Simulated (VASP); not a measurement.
# HOs12 (a cell with a defect) in VASP: single point with PBEsol

Aim: the single point of HOs12 (a cell with a defect) with PBEsol.

Program: VASP 6.6.1. These are calculated values, not measurements. Logs are shortened: lines on timing, memory, paths and dates and some standing lists are left out, and cuts for length are marked.

## 1. The cell of the first run

The cell holds a defect, 13 atoms: a = 5.480 Å, b = 8.220 Å, c = 4.326 Å, α = 90.00°, β = 90.00°, γ = 120.00°.

## 2. Single point, PBEsol

INCAR reads:

```
SYSTEM = HOs12
  PREC = Accurate
  ENCUT = 520
  EDIFF = 1E-6
  ISMEAR = 0
  SIGMA = 0.05
  LREAL = .False.
  LASPH = .True.
  NELM = 100
  ALGO = Normal
  ISIF = 2
  LWAVE = .False.
  LCHARG = .False.
  GGA = PS
  NBANDS = 60
```

KPOINTS reads:

```
Automatic mesh
0
Gamma
  4 3 4
  0 0 0
```

POSCAR reads:

```
HOs12
1.0
    5.4800000000      0.0000000000      0.0000000000
   -4.1100000000      7.1187290000      0.0000000000
    0.0000000000      0.0000000000      4.3264600000
Os H
12 1
Direct
   -0.0129373756     -0.0158386420      0.0050260490
    0.1649131497      0.2219890657      0.4938913107
   -0.0085843979      0.3402641118      0.0037515659
    0.1643913331      0.5557723858      0.5004393892
    0.0044995003      0.6694088228     -0.0006349302
    0.1648211212      0.8872870424      0.5005632781
    0.5002117602      0.0009560695     -0.0004650453
    0.6664563514      0.2235622398      0.5009259302
    0.5209488683      0.3424366906      0.0047681014
    0.6680902881      0.5568361993      0.5008494242
    0.4977823480      0.6672604056     -0.0002050175
    0.6625423808      0.8867567511      0.4999778110
    0.1673951739      0.2200894289     -0.0622196900
```

Potentials or basis: VASP PAW PBE potentials, release 64 (Os, H).

Command:

```console
$ cat potpaw_PBE.64/Os/POTCAR potpaw_PBE.64/H/POTCAR > POTCAR
$ mpirun -np 1 vasp_std > vasp.out
```

OUTCAR:

```text
SYSTEM = HOs12
   PREC = Accurate
   ENCUT = 520
   EDIFF = 1E-6
   ISMEAR = 0
   LREAL = .False.
   LASPH = .True.
   NELM = 100
   ISIF = 2
   GGA = PS

 ion  position               nearest neighbor table
   1  0.987  0.984  0.005-  13 1.70   5 2.64   6 2.64  12 2.64  11 2.64   6 2.67  12 2.67   2 2.71
                             7 2.74   7 2.75   2 2.79   3 2.92   9 2.94
   2  0.165  0.222  0.494-  13 1.92   3 2.70   9 2.71   1 2.71   8 2.74   8 2.74   4 2.75   6 2.75
                            12 2.75  10 2.76   3 2.76   9 2.78   1 2.79
   3  0.991  0.340  0.004-  13 1.71   9 2.59   4 2.64   8 2.65   4 2.66   8 2.67   5 2.67   2 2.70
                            11 2.73   7 2.74   2 2.76   9 2.89   1 2.92
   4  0.164  0.556  0.500-   3 2.64   3 2.66   5 2.67   5 2.68  11 2.68  11 2.68   6 2.72  10 2.72
                            12 2.73   8 2.73   2 2.75  10 2.76
   5  0.004  0.669  0.999-   1 2.64   6 2.66   6 2.67   4 2.67   9 2.67   3 2.67   4 2.68  10 2.68
                            10 2.69  11 2.71   7 2.72  11 2.77
   6  0.165  0.887  0.501-   1 2.64   5 2.66   5 2.67   1 2.67   7 2.68   7 2.69  10 2.72   4 2.72
                            12 2.73  12 2.75   2 2.75   8 2.76
   7  0.500  0.001  1.000-   8 2.68  12 2.68   6 2.68  12 2.68   8 2.69   6 2.69   5 2.72  11 2.74
                             1 2.74   3 2.74   1 2.75   9 2.75
   8  0.666  0.224  0.501-   9 2.64   3 2.65   3 2.67   9 2.67   7 2.68   7 2.69   4 2.73  10 2.74
                             2 2.74   2 2.74   6 2.76  12 2.76
   9  0.521  0.342  0.005-  13 1.70   3 2.59  10 2.63   8 2.64  10 2.66   8 2.67   5 2.67   2 2.71
                            11 2.74   7 2.75   2 2.78   3 2.89   1 2.94
  10  0.668  0.557  0.501-   9 2.63   9 2.66   5 2.68  11 2.68  11 2.69   5 2.69   6 2.72   4 2.72
                            12 2.73   8 2.74   2 2.76   4 2.76
  11  0.498  0.667  1.000-   1 2.64  12 2.67  12 2.67   4 2.68   4 2.68  10 2.68  10 2.69   5 2.71
                             3 2.73   9 2.74   7 2.74   5 2.77
  12  0.663  0.887  0.500-   1 2.64  11 2.67  11 2.67   1 2.67   7 2.68   7 2.68   4 2.73  10 2.73
                             6 2.73   6 2.75   2 2.75   8 2.76
  13  0.167  0.220  0.938-   9 1.70   1 1.70   3 1.71   2 1.92

  LATTYP: Found a simple monoclinic cell.
 ALAT       =     5.4800000000
 B/A-ratio  =     0.7895000000
 C/A-ratio  =     1.3228756879
 COS(beta)  =    -0.1889822319

  Lattice vectors:

 A1 = (   5.4800000000,   0.0000000000,   0.0000000000)
 A2 = (   0.0000000000,   0.0000000000,   4.3264600000)
 A3 = (  -1.3700000000,  -7.1187290000,   0.0000000000)

Analysis of symmetry for initial positions (statically):
=====================================================================
 Subroutine PRICEL returns:
 Original cell was already a primitive cell.

 Routine SETGRP: Setting up the symmetry group for a
 simple monoclinic supercell.

 Subroutine GETGRP returns: Found  1 space group operations
 (whereof  1 operations were pure point group operations)
[... 154 lines left out ...]
   EFERMI_NEDOS =   21; number of points for ismear=-14 and -15
   IALGO  =     38    algorithm
   IMIX   =      4    mixing-type and parameters
     AMIX     =   0.40;   BMIX     =  1.00
     AMIX_MAG =   1.60;   BMIX_MAG =  1.00
  volume/ion in A,a.u.               =      12.98        87.61
  Fermi-wavevector in a.u.,A,eV,Ry     =   1.361111  2.572127 25.206464  1.852623
  Thomas-Fermi vector in A             =   2.487715
   LORBIT       =      0    0 simple, 1 ext, 2 COOP (PROOUT), +10 PAW based schemes
   GGA     = PS    functional components
   LHFCALC =     F    Hartree Fock is set to
   AEXX    =    0.0000 exact exchange contribution
   IVDW    =     0    specifies the selected vdW correction
   LEPSILON=     F    determine dielectric tensor
   LRPA    =     F    only Hartree local field effects (RPA)
 non-spin polarized calculation
 Gauss-broadening in eV      SIGMA  =   0.05
  energy-cutoff  :      520.00
  volume of cell :      168.78
 maximum number of plane-waves:      4560
 NGX is ok and might be reduce to    42
   NGX = 21   NGY = 31   NGZ = 17

 number of electron      96.9999998 magnetization

 Free energy of the ion-electron system (eV)
  ---------------------------------------------------
  ext. energy  EPLUGINS =         0.00000000
  ---------------------------------------------------
  free energy    TOTEN  =      -148.93152773 eV

  energy without entropy =     -148.92608281  energy(sigma->0) =     -148.92880527

 E-fermi :   9.4936     XC(G=0): -14.1631

 val. band max:        9.4767075969   @ k =   0.0000   0.3333   0.2500
 cond. band min:       9.5470083811   @ k =  -0.2500  -0.0000   0.2500
 fundamental gap:      0.0703007843
 Fermi energy:         9.4936396544

 k-point     1 :       0.0000    0.0000    0.0000
  band No.  band energies     occupation
      1      -2.5547      2.00000
      2      -0.4915      2.00000
      3       1.5257      2.00000
      4       1.5714      2.00000
      5       1.8685      2.00000
      6       2.1898      2.00000
[... 1501 lines left out ...]
     59      11.1567      0.00000
     60      11.1690      0.00000

 [... further k-points ...]
[... 5 lines left out ...]
  --------------------------------------------------------------------------------------
  -------------------------------------------------------------------------------------
  Total        4.3251741      4.9073252      1.3614116      0.3583584     -0.0198504      0.0904353
  in kB       41.0580641     46.5843149     12.9236241      3.4018284     -0.1884363      0.8584853
  external PRESSURE =      33.5220010 kB  Pullay stress =       0.0000000 kB

 VOLUME and BASIS-vectors are now :
 -----------------------------------------------------------------------------
  energy-cutoff  :      520.00
  volume of cell :      168.78
      direct lattice vectors                 reciprocal lattice vectors
     5.480000000  0.000000000  0.000000000     0.182481752  0.105355886  0.000000000
    -4.110000000  7.118729000  0.000000000     0.000000000  0.140474514  0.000000000
     0.000000000  0.000000000  4.326460000     0.000000000  0.000000000  0.231135848

 POSITION                                       TOTAL-FORCE (eV/Angst)
 -----------------------------------------------------------------------------------
      1.36420      7.00598      0.02174        -0.006521     -0.093200      0.146488
     -0.00865      1.58028      2.13680         0.003666     -0.008685     -0.039315
      4.03447      2.42225      0.01623        -0.074314      0.043844      0.141741
     -1.38336      3.95639      2.16513         0.005104      0.000172      0.049418
     -2.72661      4.76534      4.32371         0.011719      0.011411      0.022495
     -2.74353      6.31636      2.16567         0.013476      0.010857      0.048206
      2.73723      0.00681      4.32445         0.000163      0.009601      0.051329
      2.73334      1.59148      2.16724         0.000374      0.005879      0.064929
      1.44738      2.43771      0.02063         0.069440      0.044725      0.145361
      1.37254      3.96397      2.16690         0.001241      0.004405      0.061653
     -0.01459      4.75005      4.32557        -0.006328      0.005980      0.040939
     -0.01384      6.31258      2.16313        -0.011361     -0.013321      0.043752
      0.01276      1.56676      4.05727        -0.006659     -0.021666     -0.776998
 -----------------------------------------------------------------------------------
    total drift:                                0.000171     -0.000089      0.000058

  FREE ENERGIE OF THE ION-ELECTRON SYSTEM (eV)
  ---------------------------------------------------
  free  energy   TOTEN  =      -148.9315277334 eV

  energy  without entropy=     -148.9260828083  energy(sigma->0) =     -148.92880527
```

OSZICAR:

```text
N       E                     dE             d eps       ncg     rms          rms(c)
DAV:   1     0.808656943824E+03    0.80866E+03   -0.44857E+04  3120   0.156E+03
DAV:   2    -0.652655781437E+02   -0.87392E+03   -0.83816E+03  3148   0.560E+02
DAV:   3    -0.152640590678E+03   -0.87375E+02   -0.81287E+02  4248   0.117E+02
DAV:   4    -0.158151363927E+03   -0.55108E+01   -0.53878E+01  4320   0.350E+01
DAV:   5    -0.158330660568E+03   -0.17930E+00   -0.17696E+00  4448   0.494E+00    0.626E+01
DAV:   6    -0.151081906953E+03    0.72488E+01   -0.98532E+00  4176   0.134E+01    0.289E+01
DAV:   7    -0.149110897697E+03    0.19710E+01   -0.77058E+00  4672   0.124E+01    0.361E+00
DAV:   8    -0.148967159656E+03    0.14374E+00   -0.64352E-01  5064   0.579E+00    0.828E-01
DAV:   9    -0.148942915918E+03    0.24244E-01   -0.77256E-02  4624   0.154E+00    0.686E-01
DAV:  10    -0.148933098520E+03    0.98174E-02   -0.17717E-02  4664   0.924E-01    0.403E-01
DAV:  11    -0.148931709040E+03    0.13895E-02   -0.49037E-03  4216   0.420E-01    0.172E-01
DAV:  12    -0.148931583190E+03    0.12585E-03   -0.10616E-03  4792   0.244E-01    0.739E-02
DAV:  13    -0.148931594741E+03   -0.11552E-04   -0.26409E-04  4792   0.929E-02    0.343E-02
DAV:  14    -0.148931559813E+03    0.34928E-04   -0.82610E-05  5088   0.595E-02    0.229E-02
DAV:  15    -0.148931539802E+03    0.20011E-04   -0.27191E-05  5392   0.349E-02    0.108E-02
DAV:  16    -0.148931532108E+03    0.76943E-05   -0.55876E-06  3608   0.147E-02    0.805E-03
DAV:  17    -0.148931528540E+03    0.35683E-05   -0.14781E-06  2232   0.958E-03    0.478E-03
DAV:  18    -0.148931527733E+03    0.80622E-06   -0.65766E-07  2184   0.473E-03
   1 F= -.14893153E+03 E0= -.14892881E+03  d E =-.544493E-02
```

It took 4.6 min on 1 thread of Intel Xeon Platinum 8488C (Sapphire Rapids), shared host; peak memory 0.37 GiB.

Results:

| Property | Result |
| --- | --- |
| Free energy | -148.9315 eV |
| Pressure | 3.4 GPa |
| Largest force | 0.777 eV/Å |

Forces on the atoms (eV/Å):
```
Os  -0.007 -0.093  0.146
Os   0.004 -0.009 -0.039
Os  -0.074  0.044  0.142
Os   0.005  0.000  0.049
Os   0.012  0.011  0.022
Os   0.013  0.011  0.048
Os   0.000  0.010  0.051
Os   0.000  0.006  0.065
Os   0.069  0.045  0.145
Os   0.001  0.004  0.062
Os  -0.006  0.006  0.041
Os  -0.011 -0.013  0.044
H   -0.007 -0.022 -0.777
```

Stress tensor (GPa, compression positive):
```
 4.11  0.34  0.09
 0.34  4.66 -0.02
 0.09 -0.02  1.29
```

Caveat: the k points lie up to 0.36 Å⁻¹ apart; the PAW data sets were made with another functional, which shifts forces and pressure a little; spin-orbit coupling is left out, which moves the levels of the heavy elements.
